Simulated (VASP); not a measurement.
Mg4HO8 (a cell with a defect), 13 atoms in the cell. The cell holds a defect, 13 atoms: a = 4.968 Å, b = 4.968 Å, c = 4.968 Å, α = 77.69°, β = 77.69°, γ = 77.69°. 

| Property | Result |
| --- | --- |
| Program | VASP 6.6.1 |
| Task | single point |
| Functional | LDA |
| Potentials or basis | VASP PAW LDA potentials, release 64 (Mg, O, H) |
| Cutoff | 520 eV |
| k mesh | 6 × 6 × 6 |
| Occupations | gaussian, width 0.05 eV |
| Spin | no spin polarisation |
| Dipole correction | no |
| Charge | 1 |
| Further INCAR settings | ALGO = Normal; EDIFF = 1e-07; NBANDS = 40; NELECT = 56.0 |

Potentials or basis: VASP PAW LDA potentials, release 64 (Mg, O, H).

Launch:

```console
$ cat potpaw_LDA.64/Mg/POTCAR potpaw_LDA.64/O/POTCAR potpaw_LDA.64/H/POTCAR > POTCAR
$ mpirun -np 1 vasp_std > vasp.out
```

Hardware: 1 thread of Intel(R) Xeon(R) Platinum 8259CL CPU @ 2.50GHz (Skylake/Cascade Lake), on a shared host.

Question: How long does it take, and how much memory?

Answer: Wall time 8.1 min on 1 thread of Intel(R) Xeon(R) Platinum 8259CL CPU @ 2.50GHz (Skylake/Cascade Lake) (shared host), peak memory 0.48 GiB. Counts: scf iterations 15, k points 112.
